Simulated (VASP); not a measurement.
# Pt (R-3m) in VASP: further runs, part 2 of 2

VASP 6.6.1. The steps go on from the part before.

### 3 Single point, LDA

This run uses another cell than the first one, of 14.92 Å³/atom.

Input file INCAR:

```
SYSTEM = Pt
PREC = Accurate
ENCUT = 520
EDIFF = 1E-6
ISMEAR = 1
SIGMA = 0.1
LREAL = .False.
LASPH = .True.
NELM = 60
ALGO = Fast
ISIF = 2
LWAVE = .False.
LCHARG = .False.
GGA = CA
NBANDS = 22
```

Input file KPOINTS:

```
regular mesh
0
Gamma
  18 18 8
  0 0 0
```

Input file POSCAR:

```
Pt
1.0
    2.7802452691      0.0000000000      0.0000000000
   -1.3901226346      2.4077630318      0.0000000000
    0.0000000000      0.0000000000      6.6843989049
Pt
3
Direct
    0.0000000000      0.0000000000      0.0000000000
    0.3333333333      0.6666666667      0.3333333333
    0.6666666667      0.3333333333      0.6666666667
```

Potentials or basis: VASP PAW LDA potentials, release 64 (Pt).

On the command line:

```sh
cat potpaw_LDA.64/Pt/POTCAR > POTCAR
mpirun -np 1 vasp_std > vasp.out
```

OUTCAR:

```text
SYSTEM = Pt
   PREC = Accurate
   ENCUT = 520
   EDIFF = 1E-6
   ISMEAR = 1
   LREAL = .False.
   LASPH = .True.
   NELM = 60
   ISIF = 2
   GGA = CA

 ion  position               nearest neighbor table
   1  0.000  0.000  0.000-   2 2.75   3 2.75   3 2.75   2 2.75   3 2.75   2 2.75
   2  0.333  0.667  0.333-   1 2.75   1 2.75   1 2.75   3 2.75   3 2.75   3 2.75
   3  0.667  0.333  0.667-   1 2.75   1 2.75   1 2.75   2 2.75   2 2.75   2 2.75

  LATTYP: Found a hexagonal cell.
 ALAT       =     2.7802452691
 C/A-ratio  =     2.4042479198

  Lattice vectors:

 A1 = (   2.7802452691,   0.0000000000,   0.0000000000)
 A2 = (  -1.3901226346,   2.4077630318,   0.0000000000)
 A3 = (   0.0000000000,   0.0000000000,   6.6843989049)

Analysis of symmetry for initial positions (statically):
=====================================================================
 Subroutine PRICEL returns following result:

  LATTYP: Found a trigonal (rhomboedric) cell.
 ALAT       =     2.7461180682
 COS(alpha) =     0.4874953454

  Lattice vectors:

 A1 = (   1.3901226343,   0.8025876774,  -2.2281329687)
 A2 = (   0.0000000002,  -1.6051753546,  -2.2281329681)
 A3 = (  -1.3901226344,   0.8025876772,  -2.2281329681)
[... 182 lines left out ...]

 E-fermi :  11.3530     XC(G=0): -13.7513

 val. band max:       11.3519617635   @ k =   0.4444  -0.0000   0.0000
 cond. band min:      11.3542076149   @ k =   0.2222   0.1667   0.5000
 fundamental gap:      0.0022458514
 Fermi energy:        11.3530376667

 k-point     1 :       0.0000    0.0000    0.0000
  band No.  band energies     occupation
      1       0.9854      2.00000
      2       3.7969      2.00000
      3       3.7969      2.00000
      4       7.3820      2.00000
      5       7.3820      2.00000
      6       7.6212      2.00000
[... 589 lines left out ...]
     21      19.8102      0.00000
     22      22.5580      0.00000

 [... further k-points ...]

------------------------ aborting loop because EDIFF is reached ----------------------------------------

  FORCE on cell =-STRESS in cart. coord.  units (eV):
  Direction    XX          YY          ZZ          XY          YZ          ZX
  --------------------------------------------------------------------------------------
  -------------------------------------------------------------------------------------
  Total       -0.8861726     -0.8861726     -0.1537799      0.0000000      0.0000000      0.0000000
  in kB      -31.7299728    -31.7299728     -5.5061878      0.0000000      0.0000000      0.0000000
  external PRESSURE =     -22.9887111 kB  Pullay stress =       0.0000000 kB

 VOLUME and BASIS-vectors are now :
 -----------------------------------------------------------------------------
  energy-cutoff  :      520.00
  volume of cell :       44.75
      direct lattice vectors                 reciprocal lattice vectors
     2.780245269  0.000000000  0.000000000     0.359680497  0.207661632  0.000000000
    -1.390122635  2.407763032  0.000000000     0.000000000  0.415323263  0.000000000
     0.000000000  0.000000000  6.684398905     0.000000000  0.000000000  0.149602083

 POSITION                                       TOTAL-FORCE (eV/Angst)
 -----------------------------------------------------------------------------------
      0.00000      0.00000      0.00000         0.000000     -0.000000     -0.000000
     -0.00000      1.60518      2.22813         0.000000      0.000000      0.000000
      1.39012      0.80259      4.45627        -0.000000     -0.000000     -0.000000
 -----------------------------------------------------------------------------------
    total drift:                               -0.000000      0.000000     -0.000000

  FREE ENERGIE OF THE ION-ELECTRON SYSTEM (eV)
  ---------------------------------------------------
  free  energy   TOTEN  =       -22.5036307302 eV

  energy  without entropy=      -22.5023223247  energy(sigma->0) =      -22.50319460
```

OSZICAR:

```text
N       E                     dE             d eps       ncg     rms          rms(c)
DAV:   1     0.172645488263E+03    0.17265E+03   -0.15316E+04 11864   0.131E+03
DAV:   2    -0.194880585007E+02   -0.19213E+03   -0.17944E+03 12576   0.291E+02
DAV:   3    -0.237887829395E+02   -0.43007E+01   -0.42254E+01 13846   0.435E+01
DAV:   4    -0.238181324385E+02   -0.29349E-01   -0.29329E-01 13378   0.377E+00
DAV:   5    -0.238184230140E+02   -0.29058E-03   -0.29057E-03 14056   0.405E-01    0.237E+01
RMM:   6    -0.226429777604E+02    0.11754E+01   -0.20034E+00 11719   0.967E+00    0.122E+01
RMM:   7    -0.225214381084E+02    0.12154E+00   -0.58510E-01 12111   0.490E+00    0.338E+00
RMM:   8    -0.225056405725E+02    0.15798E-01   -0.11072E-01 12037   0.243E+00    0.151E+00
RMM:   9    -0.225035490301E+02    0.20915E-02   -0.71185E-03 12539   0.582E-01    0.145E-01
RMM:  10    -0.225036315678E+02   -0.82538E-04   -0.85259E-04 12643   0.158E-01    0.155E-01
RMM:  11    -0.225036323580E+02   -0.79012E-06   -0.90988E-05 12748   0.555E-02    0.920E-02
RMM:  12    -0.225036308878E+02    0.14701E-05   -0.26427E-05 12718   0.320E-02    0.728E-02
RMM:  13    -0.225036307302E+02    0.15764E-06   -0.59105E-06 10163   0.139E-02
   1 F= -.22503631E+02 E0= -.22503195E+02  d E =-.130841E-02
```

Run time: 2.9 min. Hardware: 1 thread of Intel Xeon 6975P-C (Granite Rapids), shared host; peak memory 0.31 GiB.

What came out:

```yaml
Free_energy: -22.5036 eV
Pressure: -2.3 GPa
Band_gap_on_the_k_mesh: zero (bands 15 and 16 overlap by 2.04 eV)
```

Levels at points of the mesh, in eV from the Fermi level:
```tsv
k point	band 11	band 12	band 13	band 14	band 15	band 16	band 17	band 18	band 19	band 20
(0.00, 0.00, 0.00)	-3.30	-3.30	-1.65	-1.65	-0.88	-0.88	-0.88	-0.88	10.73	10.73
(0.50, 0.00, 0.00)	0.02	0.03	0.03	0.49	0.52	1.75	2.46	2.46	6.49	6.49
(0.00, 0.00, 0.50)	-3.56	-1.83	-1.83	-1.83	-1.83	-0.36	0.09	0.09	6.18	14.03
(0.50, 0.00, 0.50)	-1.20	-0.58	-0.04	0.10	0.19	0.19	3.01	3.01	5.83	8.57
```

Caveat: spin-orbit coupling is left out, which moves the levels of the heavy elements.
